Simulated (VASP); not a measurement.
The system is TiO2.

```
CELL_PARAMETERS angstrom
2.70603 -2.70666 0.00000
2.70603 2.70666 0.00000
-2.63353 0.00000 4.79664
ATOMIC_POSITIONS crystal
Ti 0.86589 0.13411 0.75000
Ti 0.13411 0.86589 0.25000
O 0.08876 0.33122 0.16715
O 0.91124 0.66878 0.83285
O 0.66878 0.91124 0.33285
O 0.33122 0.08876 0.66715
```

Program: VASP 6.6.1. Alike in all runs: task single point; no spin polarisation; cell as given; k mesh 8 × 8 × 6; cutoff (eV) 520; smearing fermi-dirac 0.05 eV.

Task: Order these runs on this cell by their pressure, lowest first.
A. level LDA; potentials or basis VASP PAW LDA potentials, release 64 (Ti_sv, O)
B. level PBE; potentials or basis VASP PAW PBE potentials, release 64 (Ti_sv, O)
C. level PBE+U; potentials or basis VASP PAW PBE potentials, release 64 (Ti_sv, O); U Ti d U = 2.0 eV
D. level PBE+U; potentials or basis VASP PAW PBE potentials, release 64 (Ti_sv, O); U Ti d U = 8.0 eV
E. level PBEsol; potentials or basis VASP PAW PBE potentials, release 64 (Ti_sv, O)

Result: A (-11.9 GPa), E (-6.9 GPa), B (-1.0 GPa), C (2.3 GPa), D (12.8 GPa).

Caveats: the cell stands under tension (at least some runs); the PAW data sets were made with another functional, which shifts forces and pressure a little (at least some runs); the cell stands under pressure (at least some runs).
